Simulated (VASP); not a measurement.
# Si16HC16 (a cell with a defect) in VASP: notebook

Si16HC16 (a cell with a defect) is run at these levels: PBE; tasks: single point.

Program: VASP 6.6.1. These are calculated values, not measurements. Logs are shortened: lines on timing, memory, paths and dates and some standing lists are left out, and cuts for length are marked.

### Step 1. The cell of the first run

The cell holds a defect, 33 atoms: a = 6.188 Å, b = 6.188 Å, c = 10.129 Å, α = 90.00°, β = 90.00°, γ = 120.00°.

### Step 2. Single point, PBE

The input, INCAR:

```
PREC = Accurate
ENCUT = 520
EDIFF = 1E-6
ISMEAR = -1
SIGMA = 0.01
LREAL = Auto
LASPH = T
NELM = 120
ALGO = Normal
ISIF = 2
LWAVE = F
LCHARG = F
GGA = PE
NBANDS = 86
NELECT = 130.0
GGA_COMPAT = F
```

The input, KPOINTS:

```
regular mesh
0
Gamma
  1 1 1
```

The input, POSCAR:

```
Si16HC16
1.0
    6.1879230300      0.0000000600      0.0000000000
   -3.0939615600      5.3588985100      0.0000000000
    0.0000000000      0.0000000000     10.1287833600
Si C H
16 16 1
Direct
    0.3357729341      0.1771951788      0.9367294830
    0.1628395283      0.3333724247      0.4386202017
   -0.0041876238     -0.0037808142      0.6890431705
   -0.0020400904      0.0007227232      0.1867627071
    0.3357719356      0.6621067694      0.9367012466
    0.1643115961      0.8341055502      0.4385227566
   -0.0041839281      0.5032942862      0.6890717031
   -0.0020373838      0.5011089490      0.1867648791
    0.8344944245      0.1690897762      0.9363217341
    0.6645048221      0.3328398470      0.4373764195
    0.4965252006      0.0000548565      0.6840994376
    0.4984624940      0.0011701976      0.1878731070
    0.8371472701      0.6704213456      0.9428459135
    0.6645201737      0.8356017476      0.4373547980
    0.4911713173      0.4974287096      0.6892624466
    0.5054984566      0.5046884102      0.1925008099
    0.3291365534      0.1579462605      0.7437731396
    0.1665847745      0.3352319486      0.2494636236
   -0.0033988700     -0.0007996046      0.4998641811
    0.0025907025      0.0064306125     -0.0020151482
    0.3291207225      0.6747729918      0.7438283289
    0.1642881726      0.8340803585      0.2483254810
   -0.0034085306      0.5012716690      0.4998808662
    0.0025954881      0.4998529072     -0.0020119889
    0.8312871782      0.1674765716      0.7466084258
    0.6666554937      0.3333095330      0.2503296704
    0.4988996599      0.0013864734      0.4953355030
    0.4982481610      0.0009319023     -0.0010646886
    0.8221793095      0.6629569386      0.7515510728
    0.6666632311      0.8372472350      0.2503117018
    0.4967156943      0.5003289324      0.4986174371
    0.5181549978      0.5109094647      0.0099263649
    0.3254438850      0.4139882434      0.8530285122
```

Potentials or basis: VASP PAW PBE potentials, release 64 (Si, C, H).

On the command line:

```sh
> cat potpaw_PBE.64/Si/POTCAR potpaw_PBE.64/C/POTCAR potpaw_PBE.64/H/POTCAR > POTCAR
> mpirun -np 1 vasp_gam > vasp.out
```

OUTCAR:

```text
PREC = Accurate
   ENCUT = 520
   EDIFF = 1E-6
   ISMEAR = -1
   LREAL = Auto
   LASPH = T
   NELM = 120
   ISIF = 2
   GGA = PE
   NELECT = 130.0

 ion  position               nearest neighbor table
   1  0.336  0.177  0.937-  33 1.72  20 1.89  28 1.92  32 1.94  17 1.96   5 3.00  15 3.04   9 3.08
                            13 3.08   3 3.10   9 3.11  13 3.11   4 3.11  12 3.13  16 3.13  11 3.14
   2  0.163  0.333  0.439-  31 1.89  23 1.90  19 1.90  18 1.92  14 3.08  10 3.08  15 3.09   6 3.09
                             6 3.09  16 3.10  10 3.11  14 3.11   8 3.11   4 3.11   7 3.11   3 3.11
   3  0.996  0.996  0.689-  17 1.87  25 1.89  29 1.90  19 1.92   7 3.05   9 3.08  15 3.08  11 3.09
                             6 3.09   1 3.10  11 3.10  15 3.10  14 3.11  13 3.11   2 3.11   7 3.14
   4  0.998  0.001  0.187-  30 1.89  22 1.89  18 1.90  20 1.91  13 3.04  16 3.06   8 3.09  12 3.09
                            12 3.10   8 3.10   9 3.10  14 3.10   2 3.11   6 3.11   1 3.11  16 3.13
   5  0.336  0.662  0.937-  33 1.73  24 1.89  28 1.92  32 1.94  21 1.96   1 3.00  15 3.04   9 3.08
                            13 3.08   7 3.10   9 3.11  13 3.11   8 3.11  12 3.13  16 3.13  11 3.14
   6  0.164  0.834  0.439-  27 1.88  19 1.89  23 1.89  22 1.93  11 3.06  14 3.09  10 3.09   2 3.09
                             2 3.09   3 3.09   7 3.10  10 3.10  14 3.10  12 3.11   4 3.11   8 3.11
   7  0.996  0.503  0.689-  21 1.87  25 1.89  29 1.90  23 1.92   3 3.05   9 3.08  15 3.08  11 3.09
                             6 3.10   5 3.10  11 3.10  15 3.10  10 3.11  13 3.11   2 3.11   3 3.14
   8  0.998  0.501  0.187-  26 1.89  22 1.89  18 1.90  24 1.91  13 3.04  16 3.06   4 3.09  12 3.09
                            12 3.10   4 3.10   9 3.10  10 3.10   2 3.11   6 3.11   5 3.11  16 3.13
   9  0.834  0.169  0.936-  20 1.88  24 1.88  28 1.91  25 1.92   5 3.08   1 3.08   7 3.08   3 3.08
                            13 3.09  13 3.09   4 3.10   8 3.10   1 3.11   5 3.11  12 3.12  11 3.13
  10  0.665  0.333  0.437-  27 1.87  23 1.89  26 1.89  31 1.90  16 3.05  11 3.07  14 3.08   2 3.08
                            12 3.09   6 3.09   6 3.10   8 3.10   2 3.11   7 3.11  14 3.11  15 3.13
  11  0.497  0.000  0.684-  17 1.85  21 1.85  25 1.90  27 1.91   6 3.06  14 3.07  10 3.07   7 3.09
                             3 3.09  15 3.09  15 3.09   3 3.10   7 3.10   9 3.13   5 3.14   1 3.14
  12  0.498  0.001  0.188-  30 1.89  26 1.89  22 1.89  28 1.91  14 3.09  10 3.09   8 3.09   4 3.09
                            16 3.09  16 3.09   4 3.10   8 3.10   6 3.11   9 3.12   1 3.13   5 3.13
  13  0.837  0.670  0.943-  32 1.84  20 1.89  24 1.89  29 1.94   8 3.04   4 3.04   5 3.08   1 3.08
                            16 3.09   9 3.09   9 3.09   7 3.11   3 3.11   1 3.11   5 3.11
  14  0.665  0.836  0.437-  27 1.87  19 1.89  30 1.89  31 1.90  16 3.05  11 3.07  10 3.08   2 3.08
                            12 3.09   6 3.09   6 3.10   4 3.10   2 3.11   3 3.11  10 3.11  15 3.13
  15  0.491  0.497  0.689-  33 1.88  29 1.88  21 1.90  17 1.90  31 1.93   5 3.04   1 3.04   3 3.08
                             7 3.08   2 3.09  11 3.09  11 3.09   7 3.10   3 3.10  10 3.13  14 3.13
  16  0.505  0.505  0.193-  32 1.85  26 1.88  30 1.88  18 1.91  10 3.05  14 3.05   4 3.06   8 3.06
                            13 3.09  12 3.09  12 3.09   2 3.10   5 3.13   1 3.13   8 3.13   4 3.13
  17  0.329  0.158  0.744-  11 1.85   3 1.87  15 1.90   1 1.96
  18  0.167  0.335  0.249-   8 1.90   4 1.90  16 1.91   2 1.92
  19  0.997  0.999  0.500-   6 1.89  14 1.89   2 1.90   3 1.92
  20  0.003  0.006  0.998-   9 1.88  13 1.89   1 1.89   4 1.91
  21  0.329  0.675  0.744-  11 1.85   7 1.87  15 1.90   5 1.96
  22  0.164  0.834  0.248-   8 1.89   4 1.89  12 1.89   6 1.93
[... 8 lines left out ...]
  31  0.497  0.500  0.499-   2 1.89  10 1.90  14 1.90  15 1.93
  32  0.518  0.511  0.010-  13 1.84  16 1.85   5 1.94   1 1.94
  33  0.325  0.414  0.853-   1 1.72   5 1.73  15 1.88

  LATTYP: Found a hexagonal cell.
 ALAT       =     6.1879230300
 C/A-ratio  =     1.6368631786

  Lattice vectors:

 A1 = (   6.1879230300,   0.0000000600,   0.0000000000)
 A2 = (  -3.0939615600,   5.3588985100,   0.0000000000)
 A3 = (   0.0000000000,   0.0000000000,  10.1287833600)

Analysis of symmetry for initial positions (statically):
=====================================================================
 Subroutine PRICEL returns:
 Original cell was already a primitive cell.

 Routine SETGRP: Setting up the symmetry group for a
 hexagonal supercell.

 Subroutine GETGRP returns: Found  1 space group operations
 (whereof  1 operations were pure point group operations)
 out of a pool of 24 trial point group operations.

The static configuration has the point symmetry C_1 .

Analysis of symmetry for dynamics (positions and initial velocities):
=====================================================================
 Subroutine PRICEL returns:
 Original cell was already a primitive cell.

 Routine SETGRP: Setting up the symmetry group for a
 hexagonal supercell.

 Subroutine GETGRP returns: Found  1 space group operations
 (whereof  1 operations were pure point group operations)
 out of a pool of 24 trial point group operations.
[... 103 lines left out ...]
     0.161605112  0.093302757  0.000000000     1.000000000  0.000000000  0.000000000
    -0.000000002  0.186605511  0.000000000     0.000000000  1.000000000  0.000000000
     0.000000000  0.000000000  0.098728541     0.000000000  0.000000000  1.000000000

  Length of vectors
     0.186605511  0.186605511  0.098728541

  Shift w.r.t. Gamma in fractional coordinates (k-lattice)
     0.000000000  0.000000000  0.000000000

 Subroutine IBZKPT returns following result:
 ===========================================

 Found      1 irreducible k-points:

 Following reciprocal coordinates:
            Coordinates               Weight
  0.000000  0.000000  0.000000      1.000000
   k-points           NKPTS =      1   k-points in BZ     NKDIM =      1   number of bands    NBANDS=     86
   number of dos      NEDOS =    301   number of ions     NIONS =     33
   total plane-waves  NPLWV = 184320
   dimension x,y,z NGX =    48 NGY =   48 NGZ =   80
   dimension x,y,z NGXF=    96 NGYF=   96 NGZF=  160
   ions per type =              16  16   1
   NGX,Y,Z   is equivalent  to a cutoff of  12.90, 12.90, 13.13 a.u.
   NGXF,Y,Z  is equivalent  to a cutoff of  25.79, 25.79, 26.26 a.u.
 SYSTEM =  unknown system
   PREC   = accura    normal or accurate (medium, high low for compatibility)
   ISTART =      0    job   : 0-new  1-cont  2-samecut
   ICHARG =      2    charge: 1-file 2-atom 10-const
   ISPIN  =      1    spin polarized calculation?
   LNONCOLLINEAR =      F non collinear calculations
   LSORBIT =      F    spin-orbit coupling
   LASPH  =      T    aspherical Exc in radial PAW
   ENCUT  =  520.0 eV  38.22 Ry    6.18 a.u.  11.51 11.51 18.83*2*pi/ulx,y,z
   NELM   =    120;   NELMIN=  2; NELMDL= -5     # of ELM steps
   EDIFF  = 0.1E-05   stopping-criterion for ELM
   LREAL  =      T    real-space projection
   EDIFFG = 0.1E-04   stopping-criterion for IOM
   NSW    =      0    number of steps for IOM
   IBRION =     -1    ionic relax: 0-MD 1-quasi-New 2-CG
   NFREE  =      0    steps in history (QN), initial steepest desc. (CG)
   ISIF   =      2    stress and relaxation
   ISYM   =      2    0-nonsym 1-usesym 2-fastsym
   POTIM  = 0.5000    time-step for ionic-motion
   TEBEG  =    0.0;   TEEND  =   0.0 temperature during run
   PSTRESS=    0.0 pullay stress
   NELECT =     130.0000    total number of electrons
   NUPDOWN=      -1.0000    fix difference up-down
   EMIN   =  10.00;   EMAX   =-10.00  energy-range for DOS
   EFERMI =   0.00;   METHOD = LEGACY
   ISMEAR =    -1;   SIGMA  =   0.01  broadening in eV -4-tet -1-fermi 0-gaus
   EFERMI_NEDOS =   21; number of points for ismear=-14 and -15
   IALGO  =     38    algorithm
   IMIX   =      4    mixing-type and parameters
     AMIX     =   0.40;   BMIX     =  1.00
     AMIX_MAG =   1.60;   BMIX_MAG =  1.00
  volume/ion in A,a.u.               =      10.18        68.68
  Fermi-wavevector in a.u.,A,eV,Ry     =   1.193063  2.254562 19.366523  1.423399
  Thomas-Fermi vector in A             =   2.329086
   LORBIT       =      0    0 simple, 1 ext, 2 COOP (PROOUT), +10 PAW based schemes
   GGA     = PE    functional components
   LHFCALC =     F    Hartree Fock is set to
   AEXX    =    0.0000 exact exchange contribution
   IVDW    =     0    specifies the selected vdW correction
   LEPSILON=     F    determine dielectric tensor
   LRPA    =     F    only Hartree local field effects (RPA)
 non-spin polarized calculation
  energy-cutoff  :      520.00
  volume of cell :      335.88
 maximum number of plane-waves:      4519
 NGX is ok and might be reduce to    48
   NGX = 23   NGY = 23   NGZ = 37

 number of electron     130.0000001 magnetization

 Free energy of the ion-electron system (eV)
  ---------------------------------------------------
  ext. energy  EPLUGINS =         0.00000000
  ---------------------------------------------------
  free energy    TOTEN  =      -212.42716820 eV

  energy without entropy =     -212.42716820  energy(sigma->0) =     -212.42716820

 E-fermi :   8.9635     XC(G=0): -11.2985

 val. band max:        8.6732674858   @ k =   0.0000   0.0000   0.0000
 cond. band min:      10.2007562393   @ k =   0.0000   0.0000   0.0000
 fundamental gap:      1.5274887535
 Fermi energy:         8.9635115431

 k-point     1 :       0.0000    0.0000    0.0000
  band No.  band energies     occupation
      1      -7.2870      2.00000
      2      -6.1520      2.00000
      3      -6.0234      2.00000
      4      -3.9270      2.00000
      5      -3.8513      2.00000
      6      -3.7808      2.00000
[... 69 lines left out ...]
     76      12.7105      0.00000
     77      12.8265      0.00000
 [bands above 77 left out]

------------------------ aborting loop because EDIFF is reached ----------------------------------------

  FORCE on cell =-STRESS in cart. coord.  units (eV):
  Direction    XX          YY          ZZ          XY          YZ          ZX
  --------------------------------------------------------------------------------------
  -------------------------------------------------------------------------------------
  Total       29.1454139     34.2277931      3.8372019     -4.4018827      0.9232692      1.5860200
  in kB      139.0282608    163.2720180     18.3040636    -20.9976810      4.4041410      7.5655675
  external PRESSURE =     106.8681141 kB  Pullay stress =       0.0000000 kB

 VOLUME and BASIS-vectors are now :
 -----------------------------------------------------------------------------
  energy-cutoff  :      520.00
  volume of cell :      335.88
      direct lattice vectors                 reciprocal lattice vectors
     6.187923030  0.000000060  0.000000000     0.161605112  0.093302757  0.000000000
    -3.093961560  5.358898510  0.000000000    -0.000000002  0.186605511  0.000000000
     0.000000000  0.000000000 10.128783360     0.000000000  0.000000000  0.098728541

 POSITION                                       TOTAL-FORCE (eV/Angst)
 -----------------------------------------------------------------------------------
      1.52950      0.94957      9.48793         0.032647      0.132568     -0.019759
     -0.02380      1.78651      4.44269         0.042591      0.024708     -0.011658
      3.07975      5.33864      6.97917        -0.030889      0.022910      0.043227
      6.17306      0.00387      1.89168         0.042774      0.018656     -0.050391
      0.02920      3.54816      9.48764         0.126279     -0.035522     -0.020418
     -1.56394      4.46989      4.44170         0.035800      0.019666     -0.067970
[... 25 lines left out ...]
      1.62557      2.73791      0.10054         0.229966      0.133576      0.072337
      0.73296      2.21852      8.64014        -1.574152     -0.876854      0.340175
 -----------------------------------------------------------------------------------
    total drift:                                0.043646     -0.032086      0.028708

  FREE ENERGIE OF THE ION-ELECTRON SYSTEM (eV)
  ---------------------------------------------------
  free  energy   TOTEN  =      -212.4271681984 eV

  energy  without entropy=     -212.4271681984  energy(sigma->0) =     -212.42716820
```

Wall time 2.2 min (1 thread of Intel Xeon 8259CL, shared host); peak memory 0.36 GiB.

What came out:

```
Free energy   : -212.4272 eV
Largest force : 1.834 eV/Å
```

Forces on the atoms (eV/Å):
```
Si   0.033  0.133 -0.020
Si   0.043  0.025 -0.012
Si  -0.031  0.023  0.043
Si   0.043  0.019 -0.050
Si   0.126 -0.036 -0.020
Si   0.036  0.020 -0.068
Si   0.000 -0.037  0.041
Si   0.036  0.028 -0.050
Si   0.074  0.041  0.016
Si   0.028  0.018 -0.037
Si   0.098  0.060 -0.057
Si   0.039  0.023 -0.019
Si   0.091  0.052  0.114
Si   0.030  0.013 -0.037
Si  -0.021 -0.011 -0.036
Si   0.109  0.062 -0.021
C    0.070 -0.006 -0.060
C    0.075  0.036 -0.022
C    0.035  0.004  0.024
C    0.066  0.075 -0.045
C    0.038  0.061 -0.059
C    0.041  0.020 -0.018
C    0.023  0.026  0.023
C    0.096  0.017 -0.048
C    0.036  0.022  0.008
C    0.059  0.016 -0.009
C    0.046  0.023 -0.056
C    0.045  0.019 -0.030
C   -0.100 -0.054  0.098
C    0.046  0.037  0.000
C    0.037  0.016 -0.005
C    0.230  0.134  0.072
H   -1.574 -0.877  0.340
```

Levels at points of the mesh, in eV from the Fermi level:
```csv
k point,band 63,band 64,band 65,band 66,band 67,band 68
"(0.00, 0.00, 0.00)",-0.65,-0.64,-0.29,1.24,1.29,1.34
```

Caveat: the k points lie up to 1.17 Å⁻¹ apart, too coarse for converged energies, forces and pressures; the cell carries a net charge on a neutralising background, which shifts energy and pressure; the cell is charged against a uniform background, so pressure and absolute levels hang on convention.

(Part 1 of 2 ends here.)
